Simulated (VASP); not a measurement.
A run of VASP 6.6.1 is set up as follows.

File INCAR:

```
ALGO = Normal
EDIFF = 1E-6
ENCUT = 520
ISIF = 2
ISMEAR = -1
ISPIN = 2
LASPH = T
LCHARG = T
LELF = T
LORBIT = 11
LREAL = F
LVHAR = T
LWAVE = F
MAGMOM = 2 -4
NBANDS = 20
NELM = 150
PREC = Accurate
SIGMA = 0.05
```

File KPOINTS:

```
k-points
0
Gamma
  17 17 17
```

Contents of POSCAR:

```
GaN
1.0
    0.0000000000      2.2275739840      2.2275739840
    2.2275739840      0.0000000000      2.2275739840
    2.2275739840      2.2275739840      0.0000000000
Ga N
1 1
Direct
    0.0000000000      0.0000000000      0.0000000000
    0.2500000000      0.2500000000      0.2500000000
```

Potentials or basis: VASP PAW LDA potentials, release 64 (Ga_d, N).

Launch:

```sh
$ cat potpaw_LDA.64/Ga_d/POTCAR potpaw_LDA.64/N/POTCAR > POTCAR
$ mpirun -np 1 vasp_std > vasp.out
```

What does it give for the pressure?

1.1 GPa.

What does it give for the band gap on the k mesh?

1.97 eV, direct.

A k mesh can miss the band edges. A hybrid or GW would open this gap; LDA tends to underestimate it.
